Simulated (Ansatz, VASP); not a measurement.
# Two plane-wave programs on BaZrO3

POSCAR

```
BaZrO3
1.0
    4.2053551806      0.0000000000      0.0000000000
    0.0000000000      4.2053551806      0.0000000000
    0.0000000000      0.0000000000      4.2053551806
Ba Zr O
1 1 3
Direct
    0.0000000000      0.0000000000      0.0000000000
    0.5000000000      0.5000000000      0.5000000000
    0.5000000000      0.5000000000      0.0000000000
    0.5000000000      0.0000000000      0.5000000000
    0.0000000000      0.5000000000      0.5000000000
```

File INCAR.step1:

```
PREC     = Accurate       # precision mode
ENCUT    = 520            # plane-wave cutoff, eV
ISMEAR   = 0              # smearing method
SIGMA    = 0.01           # smearing width, eV
LREAL    = F              # projectors in reciprocal space
LASPH    = T              # aspherical terms in the spheres
NELM     = 100            # most SCF steps
NBANDS   = 28             # bands
GGA      = PE             # functional
ALGO     = Normal         # electronic algorithm
EDIFF    = 1E-4           # SCF threshold, eV
LWAVE    = T              # write WAVECAR
LCHARG   = F              # write CHGCAR
```

Contents of INCAR.step2:

```
PREC     = Accurate       # precision mode
ENCUT    = 520            # plane-wave cutoff, eV
EDIFF    = 1E-6           # SCF threshold, eV
ISMEAR   = 0              # smearing method
SIGMA    = 0.01           # smearing width, eV
LREAL    = F              # projectors in reciprocal space
LASPH    = T              # aspherical terms in the spheres
NELM     = 100            # most SCF steps
ALGO     = Normal         # electronic algorithm
ISIF     = 2              # what is computed and relaxed
LWAVE    = F              # write WAVECAR
LCHARG   = F              # write CHGCAR
METAGGA  = R2SCAN         # meta-GGA
LMIXTAU  = T            
NBANDS   = 28             # bands
ISTART   = 1
```

The input KPOINTS:

```
Automatic mesh
0
Gamma
  6 6 6
```

Input for Ansatz:

```yaml
crystal:
  lattice:
    - [4.2053551806, 0.0, 0.0]
    - [0.0, 4.2053551806, 0.0]
    - [0.0, 0.0, 4.2053551806]
  atoms:
    - { symbol: Ba, position: [0.0, 0.0, 0.0] }
    - { symbol: Zr, position: [0.5, 0.5, 0.5] }
    - { symbol: O, position: [0.5, 0.5, 0.0] }
    - { symbol: O, position: [0.5, 0.0, 0.5] }
    - { symbol: O, position: [0.0, 0.5, 0.5] }
kpoints:
  mp_grid: { grid: [6, 6, 6] }
  band_path:
    path: [[0.0, 0.0, 0.0], [0.0, 0.5, 0.0], [0.5, 0.5, 0.0], [0.5, 0.5, 0.5]]
    npoints: 1
hamiltonian:
  xc: r2scan
scf:
  occupations: { method: fixed }
  n_extra_bands: 5
output:
  forces: true
  stress: true
  eigenvalues: true
```

Alike in both runs: task single point; functional r2SCAN; k mesh 6 × 6 × 6; no spin polarisation.

|  | VASP | Ansatz |
| --- | --- | --- |
| version | VASP 6.6.1 | Ansatz 0.2.0 |
| potentials or method | VASP PAW PBE potentials, release 64 (Ba_sv, Zr_sv, O) | plane waves, PAW |
| plane-wave cutoff (eV) | 520 | 500 |
| occupations | gaussian, width 0.01 eV | fixed |
| valence electrons in the cell | 40 | 40 |

VASP gave:

| Item | Value |
| --- | --- |
| gap on the k mesh at the Fermi level (eV) | 3.68 |
| pressure (GPa) | 1.0 |

Task: Estimate Ansatz's values.

Result: gap on the k mesh at the Fermi level (eV): 3.73; pressure (GPa): 0.0.

VASP's potentials were made for PBE, not for r2SCAN.

Neither program's run includes spin-orbit coupling.
